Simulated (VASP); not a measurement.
# H3CCl in VASP: further runs, part 2 of 2

VASP 6.6.1. Earlier steps stand in the parts before.

### 3 Relaxation of the atoms, PBE+D3(BJ)

INCAR

```
SYSTEM = H3CCl
  ALGO = Normal
  EDIFF = 1E-6
  EDIFFG = -0.3
  ENCUT = 520
  GGA = PE
  IBRION = 2
  ISIF = 2
  ISMEAR = -1
  IVDW = 12
  LASPH = .True.
  LCHARG = .False.
  LREAL = Auto
  LWAVE = .False.
  NELM = 80
  NSW = 35
  PREC = Accurate
  SIGMA = 0.05
```

KPOINTS

```
k-points
0
Gamma
  1 1 1
  0 0 0
```

POSCAR

```
H3CCl
1.0
    8.2031320000      0.0000000000      0.0000000000
    0.0000000000      8.2031320000      0.0000000000
    0.0000000000      0.0000000000      8.2031320000
C Cl H
6 6 18
Direct
    0.0624726000      0.5402610000      0.3728672000
    0.7306480000      0.7483903000      0.4076134000
    0.4920912000      0.0930856000      0.7091345000
    0.4552373000      0.6907920000      0.9089236000
    0.7431745000      0.3029992000      0.2020871000
    0.9607494000      0.1084986000      0.7498817000
    0.0633001000      0.5409096000      0.5895307000
    0.8396906000      0.9245754000      0.3442676000
    0.4888349000      0.0848660000      0.9256200000
    0.4307566000      0.4977691000      0.8135977000
    0.6086230000      0.2381006000      0.3590209000
    1.0657096000     -0.0480837000      0.8566970000
    0.0670107000      0.6655221000      0.3294554000
    0.1685477000      0.4733637000      0.3296428000
   -0.0486333000      0.4815109000      0.3304479000
    0.8077054000      0.6417408000      0.3907736000
    0.6985058000      0.7614137000      0.5356477000
    0.6207815000      0.7370716000      0.3341508000
    0.4891595000      0.2200570000      0.6708563000
    0.6031380000      0.0350830000      0.6655476000
    0.3859157000      0.0290130000      0.6620497000
    0.3492114000      0.7150240000      0.9848634000
    0.5648975000      0.6883341000      0.9835166000
    0.4661850000      0.7839921000      0.8151717000
    0.8602098000      0.2426457000      0.2180789000
    0.6910200000      0.2704908000      0.0845344000
    0.7584395000      0.4345179000      0.2101702000
    1.0465301000      0.2051836000      0.7200623000
    0.9092155000      0.0576563000      0.6387294000
    0.8639829000      0.1559241000      0.8272288000
```

Potentials or basis: VASP PAW PBE potentials, release 64 (C, Cl, H).

On the command line:

```
$ cat potpaw_PBE.64/C/POTCAR potpaw_PBE.64/Cl/POTCAR potpaw_PBE.64/H/POTCAR > POTCAR
$ mpirun -np 1 vasp_gam > vasp.out
```

OUTCAR:

```text
SYSTEM = H3CCl
   EDIFF = 1E-6
   EDIFFG = -0.3
   ENCUT = 520
   GGA = PE
   IBRION = 2
   ISIF = 2
   ISMEAR = -1
   IVDW = 12
   LASPH = .True.
   LREAL = Auto
   NELM = 80
   NSW = 35
   PREC = Accurate
 IVDW          = 12

 ion  position               nearest neighbor table
   1  0.062  0.540  0.373-  15 1.09  13 1.09  14 1.09   7 1.78
   2  0.731  0.748  0.408-  17 1.09  18 1.09  16 1.09   8 1.78
   3  0.492  0.093  0.709-  20 1.09  21 1.09  19 1.09   9 1.78
   4  0.455  0.691  0.909-  23 1.09  24 1.09  22 1.09  10 1.78
   5  0.743  0.303  0.202-  27 1.09  26 1.09  25 1.09  11 1.78
   6  0.961  0.108  0.750-  30 1.09  28 1.09  29 1.09  12 1.78
   7  0.063  0.541  0.590-   1 1.78
   8  0.840  0.925  0.344-   2 1.78
   9  0.489  0.085  0.926-   3 1.78
  10  0.431  0.498  0.814-   4 1.78
  11  0.609  0.238  0.359-   5 1.78
  12  0.066  0.952  0.857-   6 1.78
[... 16 lines left out ...]
  29  0.909  0.058  0.639-   6 1.09
  30  0.864  0.156  0.827-   6 1.09

  LATTYP: Found a simple cubic cell.
 ALAT       =     8.2031320000

[... 216 lines left out ...]

 Edisp (eV)   -1.32409

 E8    (eV) :    -0.3515
[... 195 lines left out ...]
--------------------------------------- Ionic step        4  -------------------------------------------

 number of electron      83.9999998 magnetization

 Free energy of the ion-electron system (eV)
  ---------------------------------------------------
  ext. energy  EPLUGINS =         0.00000000
  ---------------------------------------------------
  free energy    TOTEN  =      -134.39381983 eV

  energy without entropy =     -134.39381983  energy(sigma->0) =     -134.39381983

 E-fermi :  -2.2069     XC(G=0):  -5.8034

 val. band max:       -3.4464059190   @ k =   0.0000   0.0000   0.0000
 cond. band min:       1.9283582117   @ k =   0.0000   0.0000   0.0000
 fundamental gap:      5.3747641307
 Fermi energy:        -2.2068536129

 k-point     1 :       0.0000    0.0000    0.0000
  band No.  band energies     occupation
      1     -18.3446      2.00000
      2     -18.1565      2.00000
      3     -18.0865      2.00000
      4     -18.0549      2.00000
      5     -17.8952      2.00000
      6     -17.8025      2.00000
[... 46 lines left out ...]
     53       4.3301      0.00000
     54       4.4352      0.00000
 [bands above 54 left out]

------------------------ aborting loop because EDIFF is reached ----------------------------------------

 Edisp (eV)   -1.32353

 E8    (eV) :    -0.3513
[... 53 lines left out ...]
  FREE ENERGIE OF THE ION-ELECTRON SYSTEM (eV)
  ---------------------------------------------------
  free  energy   TOTEN  =      -135.7173492864 eV

  energy  without entropy=     -135.7173492863  energy(sigma->0) =     -135.71734929

 reached required accuracy - stopping structural energy minimisation
```

OSZICAR:

```text
N       E                     dE             d eps       ncg     rms          rms(c)
DAV:   1     0.708721311098E+03    0.70872E+03   -0.37968E+04   116   0.123E+03
DAV:   2    -0.426407295394E+02   -0.75136E+03   -0.71673E+03   158   0.252E+02
DAV:   3    -0.143620829749E+03   -0.10098E+03   -0.10039E+03   136   0.103E+02
[... 35 lines left out ...]
DAV:   4    -0.134393812398E+03    0.18553E-03   -0.12523E-03   144   0.127E-01    0.549E-02
DAV:   5    -0.134393826388E+03   -0.13990E-04   -0.22769E-04   144   0.536E-02    0.291E-02
DAV:   6    -0.134393821231E+03    0.51571E-05   -0.15082E-05   152   0.142E-02    0.186E-02
DAV:   7    -0.134393819887E+03    0.13440E-05   -0.10779E-05   144   0.108E-02    0.508E-03
DAV:   8    -0.134393819827E+03    0.59296E-07   -0.10551E-06   112   0.402E-03
   4 F= -.13571735E+03 E0= -.13571735E+03  d E =-.259061E-01
```

Wall time 3.1 min (1 thread of Intel Xeon Platinum 8259CL at 2.50GHz (Skylake/Cascade Lake), shared host); peak memory 0.61 GiB.

Results:

```
Free energy                  : -135.7173 eV
Energy gained by relaxing    : 2.2 meV/atom
Ionic steps                  : 4
Pressure after relaxing      : -0.1 GPa
Largest force after relaxing : 0.270 eV/Å
Dispersion energy per atom   : -0.044 eV
```

Forces on the atoms (eV/Å):
```
C    0.220 -0.150 -0.049
C   -0.065 -0.011 -0.032
C    0.007 -0.015 -0.012
C    0.022  0.066 -0.008
C   -0.035  0.024 -0.152
C    0.007  0.038  0.004
Cl   0.016  0.006 -0.077
Cl   0.132 -0.184 -0.068
Cl  -0.001  0.083 -0.111
Cl   0.092  0.015  0.149
Cl  -0.097  0.226 -0.098
Cl  -0.094  0.091 -0.079
H    0.081 -0.068  0.020
H   -0.022  0.104  0.086
H    0.218 -0.022  0.016
H   -0.199 -0.025  0.066
H   -0.065  0.057 -0.008
H   -0.037  0.109  0.054
H    0.004 -0.154  0.013
H   -0.145  0.043  0.056
H    0.083  0.043  0.100
H    0.094 -0.028 -0.063
H   -0.078  0.032 -0.055
H   -0.027 -0.154  0.094
H   -0.197  0.044  0.019
H    0.063  0.024  0.136
H   -0.019 -0.091 -0.098
H   -0.129 -0.106  0.066
H    0.075  0.070  0.114
H    0.097 -0.067 -0.084
```

The path:
| step | energy change (eV) | largest force (eV/Å) | pressure (GPa) |
| --- | --- | --- | --- |
| 1 | 0.0000 | 0.4482 | 0.71 |
| 2 | -0.0389 | 0.3446 | 0.10 |
| 3 | -0.0394 | 0.3663 | 0.03 |
| 4 | -0.0653 | 0.2702 | -0.06 |

Final structure:
```cif
data_structure
_symmetry_space_group_name_H-M 'P 1'
_symmetry_Int_Tables_number 1
_cell_length_a 8.2031
_cell_length_b 8.2031
_cell_length_c 8.2031
_cell_angle_alpha 90.000
_cell_angle_beta 90.000
_cell_angle_gamma 90.000
_cell_volume 552.00
loop_
_atom_site_label
_atom_site_type_symbol
_atom_site_fract_x
_atom_site_fract_y
_atom_site_fract_z
_atom_site_occupancy
C1 C 0.06469 0.54036 0.37249 1
C2 C 0.72818 0.74876 0.40814 1
C3 C 0.49170 0.09238 0.70850 1
C4 C 0.45543 0.69072 0.90944 1
C5 C 0.74327 0.30291 0.20127 1
C6 C 0.96027 0.10921 0.74967 1
Cl1 Cl 0.06301 0.54090 0.59017 1
Cl2 Cl 0.84331 0.92106 0.34260 1
Cl3 Cl 0.48892 0.08672 0.92664 1
Cl4 Cl 0.43190 0.49610 0.81466 1
Cl5 Cl 0.60571 0.24253 0.35847 1
Cl6 Cl 0.06586 0.95079 0.85712 1
H1 H 0.06757 0.66690 0.32940 1
H2 H 0.17107 0.47158 0.32917 1
H3 H 0.95343 0.48003 0.33066 1
H4 H 0.80611 0.64259 0.39175 1
H5 H 0.69823 0.76134 0.53738 1
H6 H 0.61863 0.73808 0.33279 1
H7 H 0.48968 0.22065 0.67102 1
H8 H 0.60459 0.03482 0.66533 1
H9 H 0.38367 0.02788 0.66239 1
H10 H 0.34797 0.71541 0.98519 1
H11 H 0.56646 0.68839 0.98398 1
H12 H 0.46589 0.78411 0.81433 1
H13 H 0.86124 0.24137 0.21866 1
H14 H 0.68965 0.26993 0.08301 1
H15 H 0.75714 0.43563 0.20983 1
H16 H 0.04751 0.20651 0.72003 1
H17 H 0.90926 0.05684 0.63739 1
H18 H 0.86275 0.15620 0.82869 1
```

Levels at points of the mesh, in eV from the Fermi level:
| k point | band 40 | band 41 | band 42 | band 43 | band 44 | band 45 |
| --- | --- | --- | --- | --- | --- | --- |
| (0.00, 0.00, 0.00) | -1.35 | -1.30 | -1.24 | 4.14 | 4.47 | 4.66 |

Caveat: the k points lie up to 0.77 Å⁻¹ apart; the relaxation stopped at a loose force limit of 0.3 eV/Å, so its end isn't a converged minimum.
